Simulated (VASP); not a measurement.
# PbSe (Fm-3m) in VASP: further runs, part 2 of 2

VASP 6.6.1.

## Step 3: Single point, r2SCAN (volume scaled by 0.960)

Input file POSCAR:

```
PbSe
1.0
    0.0000000000      3.0472465099      3.0472465099
    3.0472465099      0.0000000000      3.0472465099
    3.0472465099      3.0472465099      0.0000000000
Pb Se
1 1
Direct
    0.5000000000      0.5000000000      0.5000000000
    0.0000000000      0.0000000000      0.0000000000
```

Input file INCAR.step1:

```
  ALGO = Normal
  EDIFF = 1E-4
  ENCUT = 520
  GGA = PE
  ISMEAR = 0
  LASPH = T
  LCHARG = F
  LREAL = F
  LWAVE = T
  NBANDS = 17
  NELM = 100
  PREC = Accurate
  SIGMA = 0.05
```

Input file INCAR.step2:

```
  ALGO = Normal
  EDIFF = 1E-6
  ENCUT = 520
  ISIF = 2
  ISMEAR = 0
  ISTART = 1
  LASPH = T
  LCHARG = F
  LMIXTAU = T
  LREAL = F
  LWAVE = F
  METAGGA = R2SCAN
  NBANDS = 17
  NELM = 100
  PREC = Accurate
  SIGMA = 0.05
```

Input file KPOINTS:

```
k-points
0
Gamma
  10 10 10
```

Potentials or basis: VASP PAW PBE potentials, release 64 (Pb_d, Se).

Run with:

```sh
$ cat potpaw_PBE.64/Pb_d/POTCAR potpaw_PBE.64/Se/POTCAR > POTCAR
$ cp INCAR.step1 INCAR
$ mpirun -np 1 vasp_std > vasp.out
$ cp INCAR.step2 INCAR
$ mpirun -np 1 vasp_std > vasp.out
```

Wall time 53 s (1 thread of Intel Xeon 6975P-C (Granite Rapids), shared host); peak memory 0.21 GiB.

It converged, with:

* Free energy: -71.9218 eV
* Pressure: 2.3 GPa
* Band gap on the k mesh: 0.53 eV, direct

Levels at points of the mesh, in eV from the valence-band top:
| k point | band 8 | band 9 | band 10 | band 11 | band 12 | band 13 |
| --- | --- | --- | --- | --- | --- | --- |
| (0.00, 0.00, 0.00) | -2.11 | -2.11 | -2.11 | 5.05 | 5.05 | 5.05 |
| (0.50, 0.00, 0.00) | -1.68 | -1.68 | 0.00 | 0.53 | 1.86 | 1.86 |
| (0.50, 0.50, 0.00) | -5.29 | -3.50 | -3.50 | 3.95 | 6.03 | 6.03 |

Caveat: the PAW data sets were made with another functional, which shifts forces and pressure a little; spin-orbit coupling is left out, which moves the levels of the heavy elements.

## Step 4: Single point, r2SCAN (volume scaled by 0.980)

Input file POSCAR:

```
PbSe
1.0
    0.0000000000      3.0682626672      3.0682626672
    3.0682626672      0.0000000000      3.0682626672
    3.0682626672      3.0682626672      0.0000000000
Pb Se
1 1
Direct
    0.5000000000      0.5000000000      0.5000000000
    0.0000000000      0.0000000000      0.0000000000
```

Input file INCAR.step1:

```
PREC = Accurate ; ENCUT = 520
ISMEAR = 0 ; SIGMA = 0.05
LREAL = False ; LASPH = True
NELM = 100 ; NBANDS = 17
GGA = PE ; ALGO = Normal
EDIFF = 1E-4 ; LWAVE = True
LCHARG = False
```

Input file INCAR.step2:

```
PREC = Accurate ; ENCUT = 520
EDIFF = 1E-7 ; ISMEAR = 0
SIGMA = 0.05 ; LREAL = False
LASPH = True ; NELM = 100
ALGO = Normal ; ISIF = 2
LWAVE = False ; LCHARG = False
METAGGA = R2SCAN ; LMIXTAU = True
NBANDS = 17 ; ISTART = 1
```

Input file KPOINTS:

```
regular mesh
0
Gamma
  10 10 10
```

Potentials or basis: VASP PAW PBE potentials, release 64 (Pb_d, Se).

Run with:

```sh
$ cat potpaw_PBE.64/Pb_d/POTCAR potpaw_PBE.64/Se/POTCAR > POTCAR
$ cp INCAR.step1 INCAR
$ mpirun -np 1 vasp_std > vasp.out
$ cp INCAR.step2 INCAR
$ mpirun -np 1 vasp_std > vasp.out
```

OUTCAR:

```text
PREC = Accurate
   ENCUT = 520
   EDIFF = 1E-7
   ISMEAR = 0
   LREAL = False
   LASPH = True
   NELM = 100
   ISIF = 2
   METAGGA = R2SCAN
   ISTART = 1

 ion  position               nearest neighbor table
   1  0.500  0.500  0.500-   2 3.07   2 3.07   2 3.07   2 3.07   2 3.07   2 3.07
   2  0.000  0.000  0.000-   1 3.07   1 3.07   1 3.07   1 3.07   1 3.07   1 3.07

  LATTYP: Found a face centered cubic cell.
 ALAT       =     6.1365253344

  Lattice vectors:

 A1 = (   0.0000000000,   3.0682626672,   3.0682626672)
 A2 = (   3.0682626672,   0.0000000000,   3.0682626672)
[... 649 lines left out ...]
      5     -12.5952      2.00000
      6      -8.1492      2.00000
[... 9 lines left out ...]
     16      16.1193      0.00000
     17      16.8428      0.00000

 [... further k-points ...]
[... 5 lines left out ...]
  --------------------------------------------------------------------------------------
  -------------------------------------------------------------------------------------
  Total        0.3935327      0.3935327      0.3935327      0.0000000     -0.0000000      0.0000000
  in kB       10.9139969     10.9139969     10.9139969      0.0000000     -0.0000000      0.0000000
  external PRESSURE =      10.9139969 kB  Pullay stress =       0.0000000 kB

 VOLUME and BASIS-vectors are now :
 -----------------------------------------------------------------------------
  energy-cutoff  :      520.00
  volume of cell :       57.77
      direct lattice vectors                 reciprocal lattice vectors
     0.000000000  3.068262667  3.068262667    -0.162958669  0.162958669  0.162958669
     3.068262667  0.000000000  3.068262667     0.162958669 -0.162958669  0.162958669
     3.068262667  3.068262667  0.000000000     0.162958669  0.162958669 -0.162958669

 POSITION                                       TOTAL-FORCE (eV/Angst)
 -----------------------------------------------------------------------------------
      3.06826      3.06826      3.06826         0.000000      0.000000     -0.000000
      0.00000      0.00000      0.00000        -0.000000     -0.000000      0.000000
 -----------------------------------------------------------------------------------
    total drift:                                0.000000     -0.000000      0.000000

  FREE ENERGIE OF THE ION-ELECTRON SYSTEM (eV)
  ---------------------------------------------------
  free  energy   TOTEN  =       -71.9346486078 eV

  energy  without entropy=      -71.9346486078  energy(sigma->0) =      -71.93464861
```

OSZICAR.step1:

```text
N       E                     dE             d eps       ncg     rms          rms(c)
DAV:   1     0.151459162525E+03    0.15146E+03   -0.99402E+03  1598   0.123E+03
DAV:   2     0.300832196590E+01   -0.14845E+03   -0.14397E+03  1680   0.306E+02
DAV:   3    -0.820272302345E+01   -0.11211E+02   -0.11022E+02  2090   0.858E+01
DAV:   4    -0.846940274347E+01   -0.26668E+00   -0.26651E+00  1912   0.148E+01
DAV:   5    -0.847747126465E+01   -0.80685E-02   -0.80681E-02  2349   0.265E+00    0.276E+00
DAV:   6    -0.818519874706E+01    0.29227E+00   -0.71957E-01  2422   0.579E+00    0.155E+00
DAV:   7    -0.818048485359E+01    0.47139E-02   -0.12128E-01  1923   0.167E+00    0.854E-01
DAV:   8    -0.818397085748E+01   -0.34860E-02   -0.13168E-02  1895   0.126E+00    0.167E-01
DAV:   9    -0.818351870539E+01    0.45215E-03   -0.27387E-03  2436   0.517E-01    0.522E-02
DAV:  10    -0.818358786176E+01   -0.69156E-04   -0.22585E-04  1855   0.850E-02
   1 F= -.81835879E+01 E0= -.81835879E+01  d E =-.121701E-07
```

It took 68 s on 1 thread of Intel Xeon 6975P-C (Granite Rapids), shared host; peak memory 0.21 GiB.

What came out:

```yaml
Free_energy: -71.9346 eV
Pressure: 1.1 GPa
Band_gap_on_the_k_mesh: 0.60 eV, direct
```

Levels at points of the mesh, in eV from the valence-band top:
```tsv
k point	band 7	band 8	band 9	band 10	band 11	band 12	band 13	band 14
(0.00, 0.00, 0.00)	-6.36	-1.99	-1.99	-1.99	5.03	5.03	5.03	6.98
(0.50, 0.00, 0.00)	-9.02	-1.58	-1.58	0.00	0.60	1.93	1.93	9.08
(0.50, 0.50, 0.00)	-7.53	-5.09	-3.34	-3.34	4.06	5.97	5.97	6.45
```

Caveat: the PAW data sets were made with another functional, which shifts forces and pressure a little; spin-orbit coupling is left out, which moves the levels of the heavy elements. A k mesh can miss the band edges.

## Step 5: Overview

| level | cell | k mesh | gap on the mesh (eV) | pressure (GPa) |
| --- | --- | --- | --- | --- |
| PBE | a = 4.396 Å, angles 60.0°, 2 atoms | 6 × 6 × 6 | 0.44 | 0.0 |
| r2SCAN | a = 4.309 Å, angles 60.0°, 2 atoms | 10 × 10 × 10 | 0.53 | 2.3 |
| r2SCAN | a = 4.339 Å, angles 60.0°, 2 atoms | 10 × 10 × 10 | 0.60 | 1.1 |

Alike in all rows: task single point; potentials or basis VASP PAW PBE potentials, release 64 (Pb_d, Se); no spin polarisation; cutoff (eV) 520; smearing gaussian 0.05 eV.

Caveats: spin-orbit coupling is left out, which moves the levels of the heavy elements; the PAW data sets were made with another functional, which shifts forces and pressure a little (some runs).

Total energies depend on the potentials used, so only differences within one code and one set of settings carry meaning.
